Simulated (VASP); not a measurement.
A run of VASP 6.6.1 is set up as follows.

The input INCAR:

```
  PREC = Accurate
  ENCUT = 520
  EDIFF = 1E-6
  ISMEAR = 0
  SIGMA = 0.1
  LREAL = F
  LASPH = T
  NELM = 60
  ALGO = Normal
  ISIF = 2
  LWAVE = F
  LCHARG = F
  GGA = PE
  NBANDS = 33
```

Contents of KPOINTS:

```
regular mesh
0
Gamma
  6 6 4
```

POSCAR

```
WAu
1.0
    3.8434616835      0.0000000000      0.0000000000
    0.0000000000      3.8434616835      0.0000000000
    0.0000000000      0.0000000000      4.8565480512
W Au
2 2
Direct
    0.0000000000      0.5000000000      0.2351000000
    0.5000000000      0.0000000000      0.7649000000
    0.0000000000      0.0000000000      0.0000000000
    0.5000000000      0.5000000000      0.0000000000
```

Potentials or basis: VASP PAW PBE potentials, release 64 (W_sv, Au).

Run with:

```sh
$ cat potpaw_PBE.64/W_sv/POTCAR potpaw_PBE.64/Au/POTCAR > POTCAR
$ mpirun -np 1 vasp_std > vasp.out
```

(1) Predict the largest force.

(2) What does it give for the pressure?

Results:

(1) 17.680 eV/Å.

(2) 120.0 GPa.

Caveat: the stress differs along the axes, from 74 to 143 GPa; forces of over 1 eV/Å act on the atoms, so gaps and moduli don't describe the material at rest.
